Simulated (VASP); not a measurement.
Input of a VASP 6.6.1 run:

The input POSCAR:

```
BeTe
1.0
    0.0000000000      2.8000489776      2.8000489776
    2.8000489776      0.0000000000      2.8000489776
    2.8000489776      2.8000489776      0.0000000000
Be Te
1 1
Direct
    0.0000000000      0.0000000000      0.0000000000
    0.2500000000      0.2500000000      0.2500000000
```

INCAR.step1

```
SYSTEM = BeTe
PREC = Accurate
ENCUT = 520
ISMEAR = 0
SIGMA = 0.01
LREAL = .FALSE.
LASPH = .TRUE.
NELM = 80
NBANDS = 11
GGA = PE
ALGO = Normal
EDIFF = 1E-4
LWAVE = .TRUE.
LCHARG = .FALSE.
```

The input INCAR.step2:

```
SYSTEM = BeTe
PREC = Accurate
ENCUT = 520
EDIFF = 1E-6
ISMEAR = 0
SIGMA = 0.01
LREAL = .FALSE.
LASPH = .TRUE.
NELM = 80
ALGO = Normal
ISIF = 2
LWAVE = .FALSE.
LCHARG = .TRUE.
METAGGA = R2SCAN
LMIXTAU = .TRUE.
LELF = .TRUE.
LVHAR = .TRUE.
NBANDS = 11
ISTART = 1
```

The input KPOINTS:

```
regular mesh
0
G
  6 6 6
  0 0 0
```

Potentials or basis: VASP PAW PBE potentials, release 64 (Be, Te).

Run with:

```bash
$ cat potpaw_PBE.64/Be/POTCAR potpaw_PBE.64/Te/POTCAR > POTCAR
$ cp INCAR.step1 INCAR
$ mpirun -np 1 vasp_std > vasp.out
$ cp INCAR.step2 INCAR
$ mpirun -np 1 vasp_std > vasp.out
```

**Question.** What does it give for the band gap on the k mesh?

**Answer.** 2.29 eV, indirect (least direct gap 4.00 eV).

**Question.** Estimate the pressure.

**Answer.** 2.2 GPa.

Caveat: the PAW data sets were made with another functional, which shifts forces and pressure a little; spin-orbit coupling is left out, which moves the levels of the heavy elements. A k mesh can miss the band edges.
